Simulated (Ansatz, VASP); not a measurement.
## One calculation of SrO, two programs

```
Sr O
1.0
     4.16965    0.00000    0.00000
    -2.08482    3.61102    0.00000
     0.00000    0.00000   10.49552
Sr O
4 4
Direct
  0.00000 0.00000 0.97760
  0.33333 0.66667 0.22367
  0.66667 0.33333 0.47760
  0.33333 0.66667 0.72367
  0.00000 0.00000 0.20444
  0.33333 0.66667 0.46928
  0.66667 0.33333 0.70444
  0.33333 0.66667 0.96928
```

Alike in both runs: functional PBEsol; k mesh 9 × 9 × 2; occupations gaussian, width 0.02 eV; no spin polarisation.

Ansatz relaxed the structure, and its values are those at the end. VASP's run is a single point on that final structure, the one shown.

|  | VASP | Ansatz |
| --- | --- | --- |
| version | VASP 6.6.1 | Ansatz 0.2.0 |
| potentials or method | VASP PAW PBE potentials, release 64 (Sr_sv, O), cutoff 520 eV | scalar-relativistic, plane waves, PAW |
| valence electrons in the cell | 64 | 64 |

```tsv
	VASP	Ansatz	Ansatz less VASP
gap on the k mesh at the Fermi level (eV)	2.51	2.51	+0.001
least direct gap on the mesh (eV)	2.66	2.67	+0.009
pressure (GPa)	0.6	0.0	-0.60
rms of the force components (eV/Å)	0.017	0.001	-0.0167
```

VASP's potentials were made for PBE, not for PBEsol.
